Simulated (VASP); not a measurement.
# Al3GaIr (P4/mmm) in VASP: further runs

The runs below take Al3GaIr through single point, relaxation of cell and atoms, with PBE.

Program: VASP 6.6.1. These are calculated values, not measurements. Logs are shortened: lines on timing, memory, paths and dates and some standing lists are left out, and cuts for length are marked.

### Step 1. The cell of the first run

The structure is tetragonal, space group P4/mmm (No. 123). The conventional cell has a = 3.554 Å, b = 3.554 Å, c = 6.059 Å, α = 90.00°, β = 90.00°, γ = 90.00°. Within 2.1 Å of Al (site symmetry 4mm) lie 1 Al at 1.61 Å. Al (site symmetry 4/mmm) has 2 Al at 1.61 Å within 2.1 Å. Ga (site symmetry 4/mmm) has 12 Al at 2.51 to 2.98 Å and 2 Ir at 3.03 Å within 3.3 Å. Within 4.0 Å of Ir (site symmetry 4/mmm) lie 16 Al at 2.89 to 3.94 Å and 2 Ga at 3.03 Å and 4 Ir at 3.55 Å.

The cell was built from a structure type or drawn by symmetry, and may not be a known phase.

### Step 2. Single point, PBE

The input, INCAR:

```
  ALGO = Fast
  EDIFF = 1E-6
  ENCUT = 520
  GGA = PE
  ISIF = 2
  ISMEAR = 0
  LASPH = T
  LCHARG = F
  LREAL = F
  LWAVE = F
  NBANDS = 24
  NELM = 80
  PREC = Accurate
  SIGMA = 0.1
```

The input, KPOINTS:

```
k-points
0
Gamma
  6 6 4
```

The input, POSCAR:

```
Al3GaIr
1.0
    3.5542161200      0.0000000000      0.0000000000
    0.0000000000      3.5542161200      0.0000000000
    0.0000000000      0.0000000000      6.0590765800
Al Ga Ir
3 1 1
Direct
    0.0000000000      0.0000000000      0.7653791700
    0.0000000000      0.0000000000      0.2346208300
    0.0000000000      0.0000000000      0.5000000000
    0.5000000000      0.5000000000      0.5000000000
    0.5000000000      0.5000000000      0.0000000000
```

Potentials or basis: VASP PAW PBE potentials, release 64 (Al, Ga_d, Ir).

On the command line:

```
cat potpaw_PBE.64/Al/POTCAR potpaw_PBE.64/Ga_d/POTCAR potpaw_PBE.64/Ir/POTCAR > POTCAR
mpirun -np 1 vasp_std > vasp.out
```

OUTCAR:

```text
EDIFF = 1E-6
   ENCUT = 520
   GGA = PE
   ISIF = 2
   ISMEAR = 0
   LASPH = T
   LREAL = F
   NELM = 80
   PREC = Accurate

 ion  position               nearest neighbor table
   1  0.000  0.000  0.765-   3 1.61   2 2.84   5 2.89   5 2.89   5 2.89   5 2.89   4 2.98   4 2.98
                             4 2.98   4 2.98   2 3.22
   2  0.000  0.000  0.235-   3 1.61   1 2.84   5 2.89   5 2.89   5 2.89   5 2.89   4 2.98   4 2.98
                             4 2.98   4 2.98   1 3.22
   3  0.000  0.000  0.500-   1 1.61   2 1.61   4 2.51   4 2.51   4 2.51   4 2.51
   4  0.500  0.500  0.500-   3 2.51   3 2.51   3 2.51   3 2.51   2 2.98   2 2.98   1 2.98   2 2.98
                             1 2.98   1 2.98   2 2.98   1 2.98   5 3.03   5 3.03
   5  0.500  0.500  0.000-   1 2.89   2 2.89   1 2.89   2 2.89   1 2.89   2 2.89   1 2.89   2 2.89
                             4 3.03   4 3.03

 -----------------------------------------------------------------------------
|                                                                             |
|           W    W    AA    RRRRR   N    N  II  N    N   GGGG   !!!           |
|           W    W   A  A   R    R  NN   N  II  NN   N  G    G  !!!           |
|           W    W  A    A  R    R  N N  N  II  N N  N  G       !!!           |
|           W WW W  AAAAAA  RRRRR   N  N N  II  N  N N  G  GGG   !            |
|           WW  WW  A    A  R   R   N   NN  II  N   NN  G    G                |
|           W    W  A    A  R    R  N    N  II  N    N   GGGG   !!!           |
|                                                                             |
|     The distance between some ions is very small. Please check the          |
|     nearest-neighbor list in the OUTCAR file.                               |
|     I HOPE YOU KNOW WHAT YOU ARE DOING!                                     |
|                                                                             |
 -----------------------------------------------------------------------------

  LATTYP: Found a simple tetragonal cell.
 ALAT       =     3.5542161200
 C/A-ratio  =     1.7047574980

  Lattice vectors:

 A1 = (   3.5542161200,   0.0000000000,   0.0000000000)
 A2 = (   0.0000000000,   3.5542161200,   0.0000000000)
 A3 = (   0.0000000000,   0.0000000000,   6.0590765800)

Analysis of symmetry for initial positions (statically):
=====================================================================
 Subroutine PRICEL returns:
 Original cell was already a primitive cell.

 Routine SETGRP: Setting up the symmetry group for a
 simple tetragonal supercell.

 Subroutine GETGRP returns: Found 16 space group operations
 (whereof 16 operations were pure point group operations)
 out of a pool of 16 trial point group operations.

The static configuration has the point symmetry D_4h.

Analysis of symmetry for dynamics (positions and initial velocities):
=====================================================================
 Subroutine PRICEL returns:
 Original cell was already a primitive cell.

 Routine SETGRP: Setting up the symmetry group for a
 simple tetragonal supercell.

 Subroutine GETGRP returns: Found 16 space group operations
 (whereof 16 operations were pure point group operations)
 out of a pool of 16 trial point group operations.

The dynamic configuration has the point symmetry D_4h.

 Subroutine INISYM returns: Found 16 space group operations
 (whereof 16 operations are pure point group operations),
 and found     1 'primitive' translations

----------------------------------------------------------------------------------------

                                     Primitive cell

  volume of cell :      76.5410

  direct lattice vectors                    reciprocal lattice vectors
     3.554216120  0.000000000  0.000000000     0.281355991  0.000000000  0.000000000
     0.000000000  3.554216120  0.000000000     0.000000000  0.281355991  0.000000000
     0.000000000  0.000000000  6.059076580     0.000000000  0.000000000  0.165041651

  length of vectors
     3.554216120  3.554216120  6.059076580     0.281355991  0.281355991  0.165041651

  position of ions in fractional coordinates (direct lattice)
     0.000000000  0.000000000  0.765379170
     0.000000000  0.000000000  0.234620830
     0.000000000  0.000000000  0.500000000
     0.500000000  0.500000000  0.500000000
     0.500000000  0.500000000  0.000000000

  ion indices of the primitive-cell ions
   primitive index   ion index
                 1           1
                 2           2
                 3           3
                 4           4
                 5           5

----------------------------------------------------------------------------------------

 KPOINTS: k-points

Automatic generation of k-mesh.
 Grid dimensions read from file:
 generate k-points for:    6    6    4

 Generating k-lattice:

  Cartesian coordinates                     Fractional coordinates (reciprocal lattice)
     0.046892665  0.000000000  0.000000000     0.166666667  0.000000000  0.000000000
     0.000000000  0.046892665  0.000000000     0.000000000  0.166666667  0.000000000
     0.000000000  0.000000000  0.041260413     0.000000000  0.000000000  0.250000000

  Length of vectors
     0.046892665  0.046892665  0.041260413

  Shift w.r.t. Gamma in fractional coordinates (k-lattice)
     0.000000000  0.000000000  0.000000000

 Subroutine IBZKPT returns following result:
 ===========================================

 Found     30 irreducible k-points:

 Following reciprocal coordinates:
            Coordinates               Weight
  0.000000  0.000000  0.000000      1.000000
  0.166667  0.000000  0.000000      4.000000
  0.333333  0.000000  0.000000      4.000000
  0.500000  0.000000  0.000000      2.000000
  0.166667  0.166667  0.000000      4.000000
  0.333333  0.166667  0.000000      8.000000
[... 16 lines left out ...]
  0.333333  0.000000  0.500000      4.000000
  0.500000  0.000000  0.500000      2.000000
 [... further k-points ...]
   k-points           NKPTS =     30   k-points in BZ     NKDIM =     30   number of bands    NBANDS=     24
   number of dos      NEDOS =    301   number of ions     NIONS =      5
   total plane-waves  NPLWV =  37632
   dimension x,y,z NGX =    28 NGY =   28 NGZ =   48
   dimension x,y,z NGXF=    56 NGYF=   56 NGZF=   96
   ions per type =               3   1   1
   NGX,Y,Z   is equivalent  to a cutoff of  13.10, 13.10, 13.17 a.u.
   NGXF,Y,Z  is equivalent  to a cutoff of  26.19, 26.19, 26.34 a.u.
 SYSTEM =  unknown system
   PREC   = accura    normal or accurate (medium, high low for compatibility)
   ISTART =      0    job   : 0-new  1-cont  2-samecut
   ICHARG =      2    charge: 1-file 2-atom 10-const
   ISPIN  =      1    spin polarized calculation?
   LNONCOLLINEAR =      F non collinear calculations
   LSORBIT =      F    spin-orbit coupling
   LASPH  =      T    aspherical Exc in radial PAW
   ENCUT  =  520.0 eV  38.22 Ry    6.18 a.u.   6.61  6.61 11.27*2*pi/ulx,y,z
   NELM   =     80;   NELMIN=  2; NELMDL= -5     # of ELM steps
   EDIFF  = 0.1E-05   stopping-criterion for ELM
   LREAL  =      F    real-space projection
   EDIFFG = 0.1E-04   stopping-criterion for IOM
   NSW    =      0    number of steps for IOM
   IBRION =     -1    ionic relax: 0-MD 1-quasi-New 2-CG
   NFREE  =      0    steps in history (QN), initial steepest desc. (CG)
   ISIF   =      2    stress and relaxation
   ISYM   =      2    0-nonsym 1-usesym 2-fastsym
   POTIM  = 0.5000    time-step for ionic-motion
   TEBEG  =    0.0;   TEEND  =   0.0 temperature during run
   PSTRESS=    0.0 pullay stress
   NELECT =      31.0000    total number of electrons
   NUPDOWN=      -1.0000    fix difference up-down
   EMIN   =  10.00;   EMAX   =-10.00  energy-range for DOS
   EFERMI =   0.00;   METHOD = LEGACY
   ISMEAR =     0;   SIGMA  =   0.10  broadening in eV -4-tet -1-fermi 0-gaus
   EFERMI_NEDOS =   21; number of points for ismear=-14 and -15
   IALGO  =     68    algorithm
   IMIX   =      4    mixing-type and parameters
     AMIX     =   0.40;   BMIX     =  1.00
     AMIX_MAG =   1.60;   BMIX_MAG =  1.00
  volume/ion in A,a.u.               =      15.31       103.30
  Fermi-wavevector in a.u.,A,eV,Ry     =   1.211241  2.288914 19.961184  1.467106
  Thomas-Fermi vector in A             =   2.346763
   LORBIT       =      0    0 simple, 1 ext, 2 COOP (PROOUT), +10 PAW based schemes
   GGA     = PE    functional components
   LHFCALC =     F    Hartree Fock is set to
   AEXX    =    0.0000 exact exchange contribution
   IVDW    =     0    specifies the selected vdW correction
   LEPSILON=     F    determine dielectric tensor
   LRPA    =     F    only Hartree local field effects (RPA)
 non-spin polarized calculation
 RMM-DIIS sequential band-by-band and
 Gauss-broadening in eV      SIGMA  =   0.10
  energy-cutoff  :      520.00
  volume of cell :       76.54
 maximum number of plane-waves:      2087
 NGX is ok and might be reduce to    28
   NGX = 13   NGY = 13   NGZ = 23

 number of electron      31.0000021 magnetization

 Free energy of the ion-electron system (eV)
  ---------------------------------------------------
  ext. energy  EPLUGINS =         0.00000000
  ---------------------------------------------------
  free energy    TOTEN  =        -6.02812248 eV

  energy without entropy =       -6.01331785  energy(sigma->0) =       -6.02072017

 E-fermi :   7.8756     XC(G=0): -11.2875

 val. band max:        7.8738031871   @ k =   0.5000   0.1667   0.5000
 cond. band min:       7.9552817587   @ k =   0.1667   0.0000   0.5000
 fundamental gap:      0.0814785716
 Fermi energy:         7.8756026758

 k-point     1 :       0.0000    0.0000    0.0000
  band No.  band energies     occupation
      1      -7.0351      2.00000
      2      -7.0323      2.00000
      3      -7.0173      2.00000
      4      -6.9317      2.00000
      5      -6.9317      2.00000
      6      -3.7288      2.00000
[... 16 lines left out ...]
     23      13.1919      0.00000
     24      14.2409      0.00000

 k-point     2 :       0.1667    0.0000    0.0000
  band No.  band energies     occupation
      1      -7.0415      2.00000
      2      -7.0264      2.00000
      3      -6.9974      2.00000
      4      -6.9420      2.00000
      5      -6.9303      2.00000
      6      -3.4111      2.00000
[... 586 lines left out ...]
 k-point    24 :       0.5000    0.0000    0.5000
  band No.  band energies     occupation
      1      -7.0687      2.00000
      2      -7.0125      2.00000
      3      -6.9720      2.00000
      4      -6.9258      2.00000
      5      -6.9255      2.00000
      6      -0.9822      2.00000
[... 16 lines left out ...]
     23      13.2372      0.00000
     24      14.3586      0.00000

 [... further k-points ...]
[... 5 lines left out ...]
  --------------------------------------------------------------------------------------
  -------------------------------------------------------------------------------------
  Total       -3.2049341     -3.2049341     83.6201511      0.0000000      0.0000000      0.0000000
  in kB      -67.0865680    -67.0865680   1750.3601789      0.0000000      0.0000000      0.0000000
  external PRESSURE =     538.7290143 kB  Pullay stress =       0.0000000 kB

 VOLUME and BASIS-vectors are now :
 -----------------------------------------------------------------------------
  energy-cutoff  :      520.00
  volume of cell :       76.54
      direct lattice vectors                 reciprocal lattice vectors
     3.554216120  0.000000000  0.000000000     0.281355991  0.000000000  0.000000000
     0.000000000  3.554216120  0.000000000     0.000000000  0.281355991  0.000000000
     0.000000000  0.000000000  6.059076580     0.000000000  0.000000000  0.165041651

 POSITION                                       TOTAL-FORCE (eV/Angst)
 -----------------------------------------------------------------------------------
      0.00000      0.00000      4.63749         0.000000      0.000000     28.065066
      0.00000      0.00000      1.42159        -0.000000      0.000000    -28.065066
      0.00000      0.00000      3.02954         0.000000     -0.000000      0.000000
      1.77711      1.77711      3.02954         0.000000     -0.000000      0.000000
      1.77711      1.77711      0.00000         0.000000     -0.000000      0.000000
 -----------------------------------------------------------------------------------
    total drift:                                0.000000      0.000000      0.000000

  FREE ENERGIE OF THE ION-ELECTRON SYSTEM (eV)
  ---------------------------------------------------
  free  energy   TOTEN  =        -6.0281224788 eV

  energy  without entropy=       -6.0133178544  energy(sigma->0) =       -6.02072017
```

Wall time 2.4 min (1 thread of Intel Xeon 8259CL, shared host); peak memory 0.23 GiB.

What came out:

* Free energy: -6.0281 eV
* Pressure: 53.9 GPa
* Largest force: 28.065 eV/Å
* Band gap on the k mesh: zero (an odd number of electrons rules out a gap without spin polarisation)

Forces in eV/Å, atoms in the order of the input:
```
Al    0.000   0.000  28.065
Al    0.000   0.000 -28.065
Al    0.000   0.000   0.000
Ga    0.000   0.000   0.000
Ir    0.000   0.000   0.000
```

Stress tensor (GPa, compression positive):
```
 -6.71   0.00   0.00
  0.00  -6.71   0.00
  0.00   0.00 175.04
```

Caveat: atoms lie so close that the PAW spheres overlap strongly, which falsifies energies and pressures; the cell stands under pressure; spin-orbit coupling is left out, which moves the levels of the heavy elements; forces of over 1 eV/Å act on the atoms, so gaps and moduli don't describe the material at rest.

(Part 1 of 2 ends here.)
